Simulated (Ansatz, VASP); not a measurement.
**TaH5: VASP beside Ansatz**

```
CELL_PARAMETERS angstrom
4.86660 0.00000 0.00000
0.00000 4.86660 0.00000
0.00000 0.00000 2.48687
ATOMIC_POSITIONS crystal
Ta 0.50000 0.50000 0.00000
H 0.08968 0.50000 0.00000
H 0.91032 0.50000 0.00000
H 0.50000 0.08968 0.00000
H 0.50000 0.91032 0.00000
H 0.00000 0.00000 0.50000
```

Alike in both runs: functional PBE; k mesh 8 × 8 × 16; occupations gaussian, width 0.1 eV; no spin polarisation.

Ansatz relaxed the structure, and its values are those at the end. VASP's run is a single point on that final structure, the one shown.

|  | VASP | Ansatz |
| --- | --- | --- |
| version | VASP 6.6.1 | Ansatz 0.2.0 |
| potentials or method | VASP PAW PBE potentials, release 64 (Ta_pv, H), cutoff 520 eV | scalar-relativistic, plane waves, PAW |
| valence electrons in the cell | 16 | 18 |

```csv
,VASP,Ansatz,Ansatz less VASP
gap on the k mesh at the Fermi level (eV),none,none,-
pressure (GPa),-0.1,0.0,+0.09
```

A gap of «none» marks a metal or a gap that the smearing closes. VASP's potentials hold 16 valence electrons a cell and Ansatz's 18, so a difference there can come from the potentials and not from the codes.

Neither program's run includes spin-orbit coupling.
